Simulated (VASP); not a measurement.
# Pt (P6_3/mmc) in VASP: further runs, part 2 of 2

VASP 6.6.1. The steps go on from the part before.

## (3) Single point, PBEsol (volume scaled by 0.88)

The input, INCAR:

```
SYSTEM = Pt
PREC = Accurate
ENCUT = 520
EDIFF = 1E-6
ISMEAR = -1
SIGMA = 0.1
LREAL = .False.
LASPH = .True.
NELM = 80
ALGO = Normal
ISIF = 2
LWAVE = .False.
LCHARG = .False.
GGA = PS
NBANDS = 28
```

The input, KPOINTS:

```
regular mesh
0
Gamma
  15 15 4
  0 0 0
```

The input, POSCAR:

```
Pt
1.0
    2.6400646961      0.0000000000      0.0000000000
   -1.3200323481      2.2863630945      0.0000000000
    0.0000000000      0.0000000000      8.8036672342
Pt
4
Direct
    1.0000000000      0.0000000000      0.0000000000
    1.0000000000      0.0000000000      0.5000000000
    0.3333333333      0.6666666667      0.2500000000
    0.6666666667      0.3333333333      0.7500000000
```

Potentials or basis: VASP PAW PBE potentials, release 64 (Pt).

The run is started by

```
$ cat potpaw_PBE.64/Pt/POTCAR > POTCAR
$ mpirun -np 1 vasp_std > vasp.out
```

OUTCAR:

```text
SYSTEM = Pt
   PREC = Accurate
   ENCUT = 520
   EDIFF = 1E-6
   ISMEAR = -1
   LREAL = .False.
   LASPH = .True.
   NELM = 80
   ISIF = 2
   GGA = PS

 ion  position               nearest neighbor table
   1  0.000  0.000  0.000-   3 2.68   4 2.68   4 2.68   3 2.68   4 2.68   3 2.68
   2  0.000  0.000  0.500-   3 2.68   4 2.68   4 2.68   3 2.68   4 2.68   3 2.68
   3  0.333  0.667  0.250-   1 2.68   2 2.68   1 2.68   2 2.68   1 2.68   2 2.68
   4  0.667  0.333  0.750-   1 2.68   2 2.68   1 2.68   2 2.68   1 2.68   2 2.68

  LATTYP: Found a hexagonal cell.
 ALAT       =     2.6400646961
 C/A-ratio  =     3.3346407182

  Lattice vectors:

 A1 = (   2.6400646961,   0.0000000000,   0.0000000000)
 A2 = (  -1.3200323481,   2.2863630945,   0.0000000000)
 A3 = (   0.0000000000,   0.0000000000,   8.8036672342)

Analysis of symmetry for initial positions (statically):
=====================================================================
 Subroutine PRICEL returns:
 Original cell was already a primitive cell.

 Routine SETGRP: Setting up the symmetry group for a
 hexagonal supercell.

 Subroutine GETGRP returns: Found 24 space group operations
 (whereof 12 operations were pure point group operations)
[... 171 lines left out ...]

 val. band max:       13.7426685487   @ k =   0.3333   0.0667   0.2500
 cond. band min:      13.7456796987   @ k =   0.2000   0.1333   0.0000
 fundamental gap:      0.0030111500
 Fermi energy:        13.7452632006

 k-point     1 :       0.0000    0.0000    0.0000
  band No.  band energies     occupation
      1       1.9062      2.00000
      2       4.0674      2.00000
      3       4.0737      2.00000
      4       4.8405      2.00000
      5       8.5379      2.00000
      6       8.5963      2.00000
[... 733 lines left out ...]
     27      22.2126      0.00000
     28      23.9684      0.00000

 [... further k-points ...]

------------------------ aborting loop because EDIFF is reached ----------------------------------------

  FORCE on cell =-STRESS in cart. coord.  units (eV):
  Direction    XX          YY          ZZ          XY          YZ          ZX
  --------------------------------------------------------------------------------------
  -------------------------------------------------------------------------------------
  Total       16.9316987     16.9316987     16.5038780     -0.0000000      0.0000000      0.0000000
  in kB      510.4905714    510.4905715    497.5917810     -0.0000000      0.0000000      0.0000000
  external PRESSURE =     506.1909746 kB  Pullay stress =       0.0000000 kB

 VOLUME and BASIS-vectors are now :
 -----------------------------------------------------------------------------
  energy-cutoff  :      520.00
  volume of cell :       53.14
      direct lattice vectors                 reciprocal lattice vectors
     2.640064696  0.000000000  0.000000000     0.378778596  0.218687925  0.000000000
    -1.320032348  2.286363094  0.000000000     0.000000000  0.437375849  0.000000000
     0.000000000  0.000000000  8.803667234     0.000000000  0.000000000  0.113589028

 POSITION                                       TOTAL-FORCE (eV/Angst)
 -----------------------------------------------------------------------------------
      0.00000      0.00000      0.00000         0.000000      0.000000     -0.000000
      0.00000      0.00000      4.40183         0.000000      0.000000     -0.000000
     -0.00000      1.52424      2.20092         0.000000      0.000000      0.000000
      1.32003      0.76212      6.60275        -0.000000     -0.000000      0.000000
 -----------------------------------------------------------------------------------
    total drift:                                0.000000     -0.000000      0.000000

  FREE ENERGIE OF THE ION-ELECTRON SYSTEM (eV)
  ---------------------------------------------------
  free  energy   TOTEN  =       -26.8433208522 eV

  energy  without entropy=      -26.6608395242  energy(sigma->0) =      -26.75208019
```

OSZICAR:

```text
N       E                     dE             d eps       ncg     rms          rms(c)
DAV:   1     0.257785368437E+03    0.25779E+03   -0.20825E+04  4584   0.140E+03
DAV:   2    -0.207215197450E+02   -0.27851E+03   -0.26663E+03  5016   0.322E+02
DAV:   3    -0.284459306014E+02   -0.77244E+01   -0.75708E+01  5208   0.527E+01
DAV:   4    -0.285036739551E+02   -0.57743E-01   -0.57709E-01  5032   0.471E+00
DAV:   5    -0.285042046262E+02   -0.53067E-03   -0.53066E-03  5008   0.485E-01    0.391E+01
DAV:   6    -0.271173952506E+02    0.13868E+01   -0.20800E+00  4904   0.103E+01    0.206E+01
DAV:   7    -0.268839318973E+02    0.23346E+00   -0.92307E-01  4952   0.667E+00    0.369E+00
DAV:   8    -0.269003380833E+02   -0.16406E-01   -0.67404E-01  4832   0.557E+00    0.304E+00
DAV:   9    -0.268436439850E+02    0.56694E-01   -0.25992E-01  4768   0.366E+00    0.926E-01
DAV:  10    -0.268433326195E+02    0.31137E-03   -0.43312E-03  4972   0.434E-01    0.133E-01
DAV:  11    -0.268433068771E+02    0.25742E-04   -0.16943E-04  4908   0.906E-02    0.315E-02
DAV:  12    -0.268433212618E+02   -0.14385E-04   -0.89498E-06  4956   0.229E-02    0.829E-03
DAV:  13    -0.268433208522E+02    0.40964E-06   -0.12088E-06  2744   0.829E-03
   1 F= -.26843321E+02 E0= -.26752080E+02  d E =-.182481E+00
```

stdout:

```text
POSCAR found type information on POSCAR Pt
 POSCAR found :  1 types and       4 ions
 scaLAPACK will be used
 -----------------------------------------------------------------------------
|                                                                             |
|                                                                             |
|     You enforced a specific xc type in the INCAR file but a different       |
|     I HOPE YOU KNOW WHAT YOU ARE DOING!                                     |
|                                                                             |
 -----------------------------------------------------------------------------

 LDA part: xc-table for (Slater+PW92), standard interpolation
 POSCAR, INCAR and KPOINTS ok, starting setup
 FFT: planning ... GRIDC
 FFT: planning ... GRID_SOFT
 FFT: planning ... GRID
 WAVECAR not read
 entering main loop
```

Run time: 44 s. Hardware: 1 thread of Intel Xeon 6975P-C (Granite Rapids), shared host; peak memory 0.22 GiB.

Results:

| Item | Value |
| --- | --- |
| Free energy | -26.8433 eV |
| Pressure | 50.6 GPa |
| Band gap on the k mesh | zero (band 20 reaches 14.24 eV, above the bottom of band 21 at 12.54 eV) |

Caveat: the PAW data sets were made with another functional, which shifts forces and pressure a little; spin-orbit coupling is left out, which moves the levels of the heavy elements.

## (4) Single point, PBEsol (volume scaled by 0.92)

The input, INCAR:

```
SYSTEM = Pt
  PREC = Accurate
  ENCUT = 520
  EDIFF = 1E-7
  ISMEAR = -1
  SIGMA = 0.1
  LREAL = .False.
  LASPH = .True.
  NELM = 100
  ALGO = Normal
  ISIF = 2
  LWAVE = .False.
  LCHARG = .False.
  GGA = PS
  NBANDS = 28
```

KPOINTS is that of step 3.

The input, POSCAR:

```
Pt
1.0
    2.6794744570      0.0000000000      0.0000000000
   -1.3397372285      2.3204929485      0.0000000000
    0.0000000000      0.0000000000      8.9350846275
Pt
4
Direct
    1.0000000000      0.0000000000      0.0000000000
    1.0000000000      0.0000000000      0.5000000000
    0.3333333333      0.6666666667      0.2500000000
    0.6666666667      0.3333333333      0.7500000000
```

The run is started by

```
$ cat potpaw_PBE.64/Pt/POTCAR > POTCAR
$ mpirun -np 1 vasp_std > vasp.out
```

It took 59 s on 1 thread of Intel Xeon 6975P-C (Granite Rapids), shared host; peak memory 0.23 GiB.

The run converged. Its results:

```
Free energy            : -27.4400 eV
Pressure               : 29.1 GPa
Band gap on the k mesh : zero (band 20 reaches 13.23 eV, above the bottom of band 21 at 11.66 eV)
```

Stress tensor (GPa, compression positive):
```
29.35  0.00  0.00
 0.00 29.35  0.00
 0.00  0.00 28.73
```

Levels at points of the mesh, in eV from the Fermi level:
| k point | band 16 | band 17 | band 18 | band 19 | band 20 | band 21 | band 22 | band 23 | band 24 | band 25 |
| --- | --- | --- | --- | --- | --- | --- | --- | --- | --- | --- |
| (0.00, 0.00, 0.00) | -2.29 | -2.29 | -1.59 | -1.59 | -1.10 | -1.05 | -1.05 | -0.14 | -0.14 | 6.10 |
| (0.00, 0.00, 0.50) | -3.08 | -1.96 | -1.96 | -1.96 | -1.96 | -0.54 | -0.54 | -0.54 | -0.54 | 9.04 |

Caveat: the PAW data sets were made with another functional, which shifts forces and pressure a little; spin-orbit coupling is left out, which moves the levels of the heavy elements.

## (5) Single point, PBEsol (volume scaled by 0.96)

Edit INCAR of step 4 so:

```diff
@@ -3,3 +3,3 @@
   ENCUT = 520
-  EDIFF = 1E-7
+  EDIFF = 1E-6
   ISMEAR = -1
@@ -8,3 +8,3 @@
   LASPH = .True.
-  NELM = 100
+  NELM = 80
   ALGO = Normal
```

The input, KPOINTS:

```
Automatic mesh
0
Gamma
  15 15 4
  0 0 0
```

The input, POSCAR:

```
Pt
1.0
    2.7177578358      0.0000000000      0.0000000000
   -1.3588789179      2.3536473271      0.0000000000
    0.0000000000      0.0000000000      9.0627459413
Pt
4
Direct
    1.0000000000      0.0000000000      0.0000000000
    1.0000000000      0.0000000000      0.5000000000
    0.3333333333      0.6666666667      0.2500000000
    0.6666666667      0.3333333333      0.7500000000
```

The run is started by

```
$ cat potpaw_PBE.64/Pt/POTCAR > POTCAR
$ mpirun -np 1 vasp_std > vasp.out
```

Wall time 46 s (1 thread of Intel Xeon 6975P-C (Granite Rapids), shared host); peak memory 0.23 GiB.

Results (log left out):

| Property | Result |
| --- | --- |
| Free energy | -27.7508 eV |
| Pressure | 12.5 GPa |
| Band gap on the k mesh | zero (band 20 reaches 12.31 eV, above the bottom of band 21 at 10.86 eV) |

Stress tensor (GPa, compression positive):
```
12.52  0.00  0.00
 0.00 12.52  0.00
 0.00  0.00 12.41
```

Levels at points of the mesh, in eV from the Fermi level:
```
           k point  band 16  band 17  band 18  band 19  band 20  band 21  band 22  band 23  band 24  band 25
(0.00, 0.00, 0.00)    -2.14    -2.14    -1.48    -1.48    -0.98    -0.98    -0.91    -0.13    -0.13     5.76
(0.00, 0.00, 0.50)    -2.85    -1.83    -1.83    -1.83    -1.83    -0.50    -0.50    -0.50    -0.50     8.69
```

Caveat: the PAW data sets were made with another functional, which shifts forces and pressure a little; spin-orbit coupling is left out, which moves the levels of the heavy elements.

## (6) The runs side by side

| cell | k mesh | gap on the mesh (eV) | pressure (GPa) |
| --- | --- | --- | --- |
| a = 2.755, b = 2.755, c = 9.187 Å, angles 90.0, 90.0, 120.0°, 4 atoms | 13 × 13 × 4 | none | -0.4 |
| a = 2.640, b = 2.640, c = 8.804 Å, angles 90.0, 90.0, 120.0°, 4 atoms | 15 × 15 × 4 | none | 50.6 |
| a = 2.679, b = 2.679, c = 8.935 Å, angles 90.0, 90.0, 120.0°, 4 atoms | 15 × 15 × 4 | none | 29.1 |
| a = 2.718, b = 2.718, c = 9.063 Å, angles 90.0, 90.0, 120.0°, 4 atoms | 15 × 15 × 4 | none | 12.5 |

Alike in all rows: task single point; level PBEsol; potentials or basis VASP PAW PBE potentials, release 64 (Pt); no spin polarisation; cutoff (eV) 520; smearing fermi-dirac 0.1 eV.

Caveats: the PAW data sets were made with another functional, which shifts forces and pressure a little; spin-orbit coupling is left out, which moves the levels of the heavy elements.

Total energies depend on the potentials used, so only differences within one code and one set of settings carry meaning.
